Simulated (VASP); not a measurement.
Input of a VASP 6.6.1 run:

File POSCAR:

```
Pt
1.0
   -1.5029199059      1.5852716816      1.5852716816
    1.5852716816     -1.5029199059      1.5852716816
    1.5852716816      1.5852716816     -1.5029199059
Pt
1
Direct
    0.0000000000      0.0000000000      0.0000000000
```

Contents of INCAR.step1:

```
SYSTEM = Pt
ALGO     = Normal         ! electronic algorithm
EDIFF    = 1E-4           ! SCF threshold, eV
ENCUT    = 520            ! plane-wave cutoff, eV
GGA      = PE             ! functional
ISMEAR   = 0              ! smearing method
LASPH    = .TRUE.         ! aspherical terms in the spheres
LCHARG   = .FALSE.        ! write CHGCAR
LREAL    = .FALSE.        ! projectors in reciprocal space
LWAVE    = .TRUE.         ! write WAVECAR
NBANDS   = 11             ! bands
NELM     = 80             ! most SCF steps
PREC     = Accurate       ! precision mode
SIGMA    = 0.15           ! smearing width, eV
```

Contents of INCAR.step2:

```
SYSTEM = Pt
ALGO     = Normal         ! electronic algorithm
EDIFF    = 1E-7           ! SCF threshold, eV
ENCUT    = 520            ! plane-wave cutoff, eV
ISIF     = 2              ! what is computed and relaxed
ISMEAR   = 0              ! smearing method
ISTART   = 1            
LASPH    = .TRUE.         ! aspherical terms in the spheres
LCHARG   = .TRUE.         ! write CHGCAR
LELF     = .TRUE.         ! ELF
LMIXTAU  = .TRUE.       
LREAL    = .FALSE.        ! projectors in reciprocal space
LVHAR    = .TRUE.       
LWAVE    = .FALSE.        ! write WAVECAR
METAGGA  = R2SCAN         ! meta-GGA
NBANDS   = 11             ! bands
NELM     = 80             ! most SCF steps
PREC     = Accurate       ! precision mode
SIGMA    = 0.15           ! smearing width, eV
```

File KPOINTS:

```
k-points
0
G
  24 24 24
  0 0 0
```

Potentials or basis: VASP PAW PBE potentials, release 64 (Pt).

Command:

```sh
$ cat potpaw_PBE.64/Pt/POTCAR > POTCAR
$ cp INCAR.step1 INCAR
$ mpirun -np 1 vasp_std > vasp.out
$ cp INCAR.step2 INCAR
$ mpirun -np 1 vasp_std > vasp.out
```

**Question.** Predict the pressure.

**Answer.** -4.0 GPa.

**Question.** Estimate the band gap on the k mesh.

**Answer.** Zero (band 5 reaches 11.13 eV, above the bottom of band 6 at 8.68 eV).

Stress tensor (GPa, compression positive):
```
-4.04 -5.02 -5.02
-5.02 -4.04 -5.02
-5.02 -5.02 -4.04
```

Caveat: the PAW data sets were made with another functional, which shifts forces and pressure a little; spin-orbit coupling is left out, which moves the levels of the heavy elements.
